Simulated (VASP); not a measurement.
# ScCu (Pm-3m) in VASP: further runs

ScCu is run at these levels: LDA; tasks: electric field gradients.

Program: VASP 6.6.1. These are calculated values, not measurements. Logs are shortened: lines on timing, memory, paths and dates and some standing lists are left out, and cuts for length are marked.

### 1 The cell of the first run

Symmetry: Pm-3m, No. 221, cubic system. The conventional cell has a = 3.299 Å, b = 3.299 Å, c = 3.299 Å, α = 90.00°, β = 90.00°, γ = 90.00°. Within 3.8 Å of Sc (site symmetry m-3m) lie 8 Cu at 2.86 Å and 6 Sc at 3.30 Å. Cu (site symmetry m-3m) has 8 Sc at 2.86 Å and 6 Cu at 3.30 Å within 3.8 Å.

### 2 Electric field gradients, LDA (volume scaled by 1.04)

Input file INCAR:

```
PREC = Accurate
ENCUT = 520
EDIFF = 1E-8
ISMEAR = -1
SIGMA = 0.05
LREAL = False
LASPH = True
NELM = 80
ALGO = Normal
ISIF = 2
LWAVE = False
LCHARG = False
LEFG = True
NBANDS = 18
```

Input file KPOINTS:

```
Automatic mesh
0
Gamma
  11 11 11
```

Input file POSCAR:

```
ScCu
1.0
    3.2988470188      0.0000000000      0.0000000000
    0.0000000000      3.2988470188      0.0000000000
    0.0000000000      0.0000000000      3.2988470188
Sc Cu
1 1
Direct
    0.5000000000      0.5000000000      0.5000000000
    0.0000000000      0.0000000000      0.0000000000
```

Potentials or basis: VASP PAW LDA potentials, release 64 (Sc_sv, Cu).

The run is started by

```bash
$ cat potpaw_LDA.64/Sc_sv/POTCAR potpaw_LDA.64/Cu/POTCAR > POTCAR
$ mpirun -np 1 vasp_std > vasp.out
```

OUTCAR:

```text
PREC = Accurate
   ENCUT = 520
   EDIFF = 1E-8
   ISMEAR = -1
   LREAL = False
   LASPH = True
   NELM = 80
   ISIF = 2

 ion  position               nearest neighbor table
   1  0.500  0.500  0.500-   2 2.86   2 2.86   2 2.86   2 2.86   2 2.86   2 2.86   2 2.86   2 2.86

   2  0.000  0.000  0.000-   1 2.86   1 2.86   1 2.86   1 2.86   1 2.86   1 2.86   1 2.86   1 2.86

  LATTYP: Found a simple cubic cell.
 ALAT       =     3.2988470188

  Lattice vectors:

 A1 = (   3.2988470188,   0.0000000000,   0.0000000000)
 A2 = (   0.0000000000,   3.2988470188,   0.0000000000)
 A3 = (   0.0000000000,   0.0000000000,   3.2988470188)

Analysis of symmetry for initial positions (statically):
=====================================================================
 Subroutine PRICEL returns:
 Original cell was already a primitive cell.

 Routine SETGRP: Setting up the symmetry group for a
 simple cubic supercell.

 Subroutine GETGRP returns: Found 48 space group operations
 (whereof 48 operations were pure point group operations)
 out of a pool of 48 trial point group operations.

The static configuration has the point symmetry O_h .

Analysis of symmetry for dynamics (positions and initial velocities):
=====================================================================
 Subroutine PRICEL returns:
 Original cell was already a primitive cell.

 Routine SETGRP: Setting up the symmetry group for a
 simple cubic supercell.

 Subroutine GETGRP returns: Found 48 space group operations
 (whereof 48 operations were pure point group operations)
 out of a pool of 48 trial point group operations.

The dynamic configuration has the point symmetry O_h .

 Subroutine INISYM returns: Found 48 space group operations
 (whereof 48 operations are pure point group operations),
 and found     1 'primitive' translations

----------------------------------------------------------------------------------------

                                     Primitive cell

  volume of cell :      35.8993

  direct lattice vectors                    reciprocal lattice vectors
     3.298847019  0.000000000  0.000000000     0.303136215  0.000000000  0.000000000
     0.000000000  3.298847019  0.000000000     0.000000000  0.303136215  0.000000000
     0.000000000  0.000000000  3.298847019     0.000000000  0.000000000  0.303136215

  length of vectors
     3.298847019  3.298847019  3.298847019     0.303136215  0.303136215  0.303136215

  position of ions in fractional coordinates (direct lattice)
     0.500000000  0.500000000  0.500000000
     0.000000000  0.000000000  0.000000000

  ion indices of the primitive-cell ions
   primitive index   ion index
                 1           1
                 2           2

----------------------------------------------------------------------------------------

 KPOINTS: Automatic mesh

Automatic generation of k-mesh.
 Grid dimensions read from file:
 generate k-points for:   11   11   11

 Generating k-lattice:

  Cartesian coordinates                     Fractional coordinates (reciprocal lattice)
     0.027557838  0.000000000  0.000000000     0.090909091  0.000000000  0.000000000
     0.000000000  0.027557838  0.000000000     0.000000000  0.090909091  0.000000000
     0.000000000  0.000000000  0.027557838     0.000000000  0.000000000  0.090909091

  Length of vectors
     0.027557838  0.027557838  0.027557838

  Shift w.r.t. Gamma in fractional coordinates (k-lattice)
     0.000000000  0.000000000  0.000000000

 Subroutine IBZKPT returns following result:
 ===========================================

 Found     56 irreducible k-points:

 Following reciprocal coordinates:
            Coordinates               Weight
  0.000000  0.000000  0.000000      1.000000
  0.090909  0.000000  0.000000      6.000000
  0.181818  0.000000  0.000000      6.000000
  0.272727  0.000000  0.000000      6.000000
  0.363636  0.000000  0.000000      6.000000
  0.454545  0.000000  0.000000      6.000000
[... 16 lines left out ...]
  0.181818  0.090909  0.090909     24.000000
  0.272727  0.090909  0.090909     24.000000
 [... further k-points ...]
   k-points           NKPTS =     56   k-points in BZ     NKDIM =     56   number of bands    NBANDS=     18
   number of dos      NEDOS =    301   number of ions     NIONS =      2
   total plane-waves  NPLWV =  21952
   dimension x,y,z NGX =    28 NGY =   28 NGZ =   28
   dimension x,y,z NGXF=    56 NGYF=   56 NGZF=   56
   ions per type =               1   1
   NGX,Y,Z   is equivalent  to a cutoff of  14.11, 14.11, 14.11 a.u.
   NGXF,Y,Z  is equivalent  to a cutoff of  28.22, 28.22, 28.22 a.u.
 SYSTEM =  unknown system
   PREC   = accura    normal or accurate (medium, high low for compatibility)
   ISTART =      0    job   : 0-new  1-cont  2-samecut
   ICHARG =      2    charge: 1-file 2-atom 10-const
   ISPIN  =      1    spin polarized calculation?
   LNONCOLLINEAR =      F non collinear calculations
   LSORBIT =      F    spin-orbit coupling
   LASPH  =      T    aspherical Exc in radial PAW
   ENCUT  =  520.0 eV  38.22 Ry    6.18 a.u.   6.13  6.13  6.13*2*pi/ulx,y,z
   NELM   =     80;   NELMIN=  2; NELMDL= -5     # of ELM steps
   EDIFF  = 0.1E-07   stopping-criterion for ELM
   LREAL  =      F    real-space projection
   EDIFFG = 0.1E-06   stopping-criterion for IOM
   NSW    =      0    number of steps for IOM
   IBRION =     -1    ionic relax: 0-MD 1-quasi-New 2-CG
   NFREE  =      0    steps in history (QN), initial steepest desc. (CG)
   ISIF   =      2    stress and relaxation
   ISYM   =      2    0-nonsym 1-usesym 2-fastsym
   POTIM  = 0.5000    time-step for ionic-motion
   TEBEG  =    0.0;   TEEND  =   0.0 temperature during run
   PSTRESS=    0.0 pullay stress
   NELECT =      22.0000    total number of electrons
   NUPDOWN=      -1.0000    fix difference up-down
   EMIN   =  10.00;   EMAX   =-10.00  energy-range for DOS
   EFERMI =   0.00;   METHOD = LEGACY
   ISMEAR =    -1;   SIGMA  =   0.05  broadening in eV -4-tet -1-fermi 0-gaus
   EFERMI_NEDOS =   21; number of points for ismear=-14 and -15
   IALGO  =     38    algorithm
   IMIX   =      4    mixing-type and parameters
     AMIX     =   0.40;   BMIX     =  1.00
     AMIX_MAG =   1.60;   BMIX_MAG =  1.00
  volume/ion in A,a.u.               =      17.95       121.13
  Fermi-wavevector in a.u.,A,eV,Ry     =   1.390551  2.627760 26.308657  1.933632
  Thomas-Fermi vector in A             =   2.514475
   LORBIT       =      0    0 simple, 1 ext, 2 COOP (PROOUT), +10 PAW based schemes
   GGA     = CA    functional components
   LHFCALC =     F    Hartree Fock is set to
   AEXX    =    0.0000 exact exchange contribution
   IVDW    =     0    specifies the selected vdW correction
   LEPSILON=     F    determine dielectric tensor
   LRPA    =     F    only Hartree local field effects (RPA)
 non-spin polarized calculation
  energy-cutoff  :      520.00
  volume of cell :       35.90
 maximum number of plane-waves:       983
 NGX is ok and might be reduce to    28
   NGX = 13   NGY = 13   NGZ = 13

 number of electron      21.9999998 magnetization

 Free energy of the ion-electron system (eV)
  ---------------------------------------------------
  ext. energy  EPLUGINS =         0.00000000
  ---------------------------------------------------
  free energy    TOTEN  =       -11.83295834 eV

  energy without entropy =      -11.81759299  energy(sigma->0) =      -11.82527567

 E-fermi :   4.9419     XC(G=0): -11.2391

 val. band max:        4.9403532008   @ k =   0.2727   0.1818   0.0000
 cond. band min:       4.9631275969   @ k =   0.4545   0.4545   0.0909
 fundamental gap:      0.0227743961
 Fermi energy:         4.9418680656

 k-point     1 :       0.0000    0.0000    0.0000
  band No.  band energies     occupation
      1     -44.2541      2.00000
      2     -23.1155      2.00000
      3     -23.1155      2.00000
      4     -23.1155      2.00000
      5      -1.9354      2.00000
      6       1.2375      2.00000
[... 10 lines left out ...]
     17      11.5245      0.00000
     18      11.5245      0.00000

 k-point     2 :       0.0909    0.0000    0.0000
  band No.  band energies     occupation
      1     -44.2526      2.00000
      2     -23.1324      2.00000
      3     -23.1142      2.00000
      4     -23.1142      2.00000
      5      -1.8049      2.00000
      6       1.2649      2.00000
[... 10 lines left out ...]
     17      11.8564      0.00000
     18      11.8564      0.00000

 k-point     3 :       0.1818    0.0000    0.0000
  band No.  band energies     occupation
      1     -44.2485      2.00000
      2     -23.1773      2.00000
      3     -23.1105      2.00000
      4     -23.1105      2.00000
      5      -1.4223      2.00000
      6       1.3401      2.00000
[... 10 lines left out ...]
     17      12.6858      0.00000
     18      12.6858      0.00000

 k-point     4 :       0.2727    0.0000    0.0000
  band No.  band energies     occupation
      1     -44.2431      2.00000
      2     -23.2355      2.00000
      3     -23.1057      2.00000
      4     -23.1057      2.00000
      5      -0.8165      2.00000
      6       1.4429      2.00000
[... 10 lines left out ...]
     17      13.7926      0.00000
     18      13.7926      0.00000

 k-point     5 :       0.3636    0.0000    0.0000
  band No.  band energies     occupation
      1     -44.2382      2.00000
      2     -23.2885      2.00000
      3     -23.1012      2.00000
      4     -23.1012      2.00000
      5      -0.0539      2.00000
      6       1.5423      2.00000
[... 10 lines left out ...]
     17      15.0649      0.00000
     18      15.0649      0.00000

 k-point     6 :       0.4545    0.0000    0.0000
  band No.  band energies     occupation
      1     -44.2353      2.00000
      2     -23.3197      2.00000
      3     -23.0986      2.00000
      4     -23.0986      2.00000
      5       0.6444      2.00000
      6       1.6038      2.00000
[... 307 lines left out ...]
 k-point    21 :       0.4545    0.4545    0.0000
  band No.  band energies     occupation
      1     -44.2173      2.00000
      2     -23.2903      2.00000
      3     -23.2898      2.00000
      4     -23.0803      2.00000
      5       0.9155      2.00000
      6       1.1460      2.00000
[... 10 lines left out ...]
     17      11.1932      0.00000
     18      11.8433      0.00000

 k-point    22 :       0.0909    0.0909    0.0909
  band No.  band energies     occupation
      1     -44.2495      2.00000
      2     -23.1315      2.00000
      3     -23.1284      2.00000
      4     -23.1284      2.00000
      5      -1.5496      2.00000
      6       1.3270      2.00000
[... 10 lines left out ...]
     17      11.4613      0.00000
     18      11.5766      0.00000

 k-point    23 :       0.1818    0.0909    0.0909
  band No.  band energies     occupation
      1     -44.2455      2.00000
      2     -23.1740      2.00000
      3     -23.1263      2.00000
      4     -23.1246      2.00000
      5      -1.1791      2.00000
      6       1.3923      2.00000
[... 10 lines left out ...]
     17      12.1596      0.00000
     18      12.2278      0.00000

 k-point    24 :       0.2727    0.0909    0.0909
  band No.  band energies     occupation
      1     -44.2402      2.00000
      2     -23.2316      2.00000
      3     -23.1210      2.00000
      4     -23.1196      2.00000
      5      -0.5965      2.00000
      6       1.4815      2.00000
[... 10 lines left out ...]
     17      12.9834      0.00000
     18      13.1851      0.00000

 [... further k-points ...]
[... 5 lines left out ...]
  --------------------------------------------------------------------------------------
  -------------------------------------------------------------------------------------
  Total       -2.2018105     -2.2018105     -2.2018105      0.0000000      0.0000000      0.0000000
  in kB      -98.2661618    -98.2661618    -98.2661618      0.0000000      0.0000000      0.0000000
  external PRESSURE =     -98.2661618 kB  Pullay stress =       0.0000000 kB

 VOLUME and BASIS-vectors are now :
 -----------------------------------------------------------------------------
  energy-cutoff  :      520.00
  volume of cell :       35.90
      direct lattice vectors                 reciprocal lattice vectors
     3.298847019  0.000000000  0.000000000     0.303136215  0.000000000  0.000000000
     0.000000000  3.298847019  0.000000000     0.000000000  0.303136215  0.000000000
     0.000000000  0.000000000  3.298847019     0.000000000  0.000000000  0.303136215

 POSITION                                       TOTAL-FORCE (eV/Angst)
 -----------------------------------------------------------------------------------
      1.64942      1.64942      1.64942         0.000000      0.000000      0.000000
      0.00000      0.00000      0.00000         0.000000      0.000000      0.000000
 -----------------------------------------------------------------------------------
    total drift:                               -0.000000      0.000000      0.000000

  FREE ENERGIE OF THE ION-ELECTRON SYSTEM (eV)
  ---------------------------------------------------
  free  energy   TOTEN  =       -11.8329583429 eV

  energy  without entropy=      -11.8175929883  energy(sigma->0) =      -11.82527567

 Electric field gradients (V/A^2)
---------------------------------------------------------------------
 ion       V_xx      V_yy      V_zz      V_xy      V_xz      V_yz
---------------------------------------------------------------------
   1       0.000     0.000     0.000    -0.000     0.000    -0.000
   2       0.000    -0.000     0.000     0.000    -0.000    -0.000
---------------------------------------------------------------------

 Electric field gradients after diagonalization (V/A^2)
 (convention: |V_zz| > |V_xx| > |V_yy|)
----------------------------------------------------------------------
 ion       V_xx      V_yy      V_zz     asymmetry (V_yy - V_xx)/ V_zz
----------------------------------------------------------------------
   1       0.000     0.000     0.000      -0.247
   2      -0.000     0.000     0.000       0.234
----------------------------------------------------------------------

           NMR quadrupolar parameters

 Cq : quadrupolar parameter    Cq=e*Q*V_zz/h
 eta: asymmetry parameters     (V_yy - V_xx)/ V_zz
 Q  : nuclear electric quadrupole moment in mb (millibarn)
----------------------------------------------------------------------
 ion       Cq(MHz)       eta       Q (mb)
----------------------------------------------------------------------
   1       0.000      -0.247       1.000
   2       0.000       0.234       1.000
----------------------------------------------------------------------
```

It took 38 s on 1 thread of Intel Xeon Platinum 8375C at 2.90GHz (Ice Lake), shared host; peak memory 0.16 GiB.

What came out:

| Quantity | Value |
| --- | --- |
| Free energy | -11.8330 eV |
| Pressure | -9.8 GPa |
| Band gap on the k mesh | zero (band 11 reaches 5.43 eV, above the bottom of band 12 at 3.71 eV) |

Levels at points of the mesh, in eV from the Fermi level:
| k point | band 7 | band 8 | band 9 | band 10 | band 11 | band 12 | band 13 | band 14 | band 15 | band 16 |
| --- | --- | --- | --- | --- | --- | --- | --- | --- | --- | --- |
| (0.00, 0.00, 0.00) | -3.70 | -2.94 | -2.94 | -2.94 | 0.47 | 0.47 | 2.98 | 2.98 | 2.98 | 6.58 |

Caveat: without QUAD_EFG the Cq values of the log hold for a quadrupole moment of 1 mb, not for the nuclei.

(Part 1 of 2 ends here.)
